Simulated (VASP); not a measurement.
Here is a VASP 6.6.1 calculation.

File INCAR:

```
PREC = Accurate
ENCUT = 520
EDIFF = 1E-6
ISMEAR = -1
SIGMA = 0.05
LREAL = F
LASPH = T
NELM = 100
ALGO = Normal
ISIF = 2
LWAVE = F
LCHARG = F
GGA = PE
NBANDS = 63
```

KPOINTS

```
regular mesh
0
Gamma
  6 6 6
```

Contents of POSCAR:

```
Nb3Pb
1.0
    5.3190000000      0.0000000000      0.0000000000
    0.0000000000      5.3190000000      0.0000000000
    0.0000000000      0.0000000000      5.3190000000
Nb Pb
6 2
Direct
    0.2500000000      0.0000000000      0.5000000000
    0.5000000000      0.7500000000      0.0000000000
    0.7500000000      0.0000000000      0.5000000000
    0.5000000000      0.2500000000      0.0000000000
    0.0000000000      0.5000000000      0.7500000000
    0.0000000000      0.5000000000      0.2500000000
    0.0000000000      0.0000000000      0.0000000000
    0.5000000000      0.5000000000      0.5000000000
```

Potentials or basis: VASP PAW PBE potentials, release 64 (Nb_sv, Pb_d).

Run with:

```sh
$ cat potpaw_PBE.64/Nb_sv/POTCAR potpaw_PBE.64/Pb_d/POTCAR > POTCAR
$ mpirun -np 1 vasp_std > vasp.out
```

Problem. Estimate the pressure.

Solution. 4.5 GPa.

Problem. Predict the band gap on the k mesh.

Solution. Zero (band 53 reaches 11.58 eV, above the bottom of band 54 at 10.99 eV).

Caveat: spin-orbit coupling is left out, which moves the levels of the heavy elements.
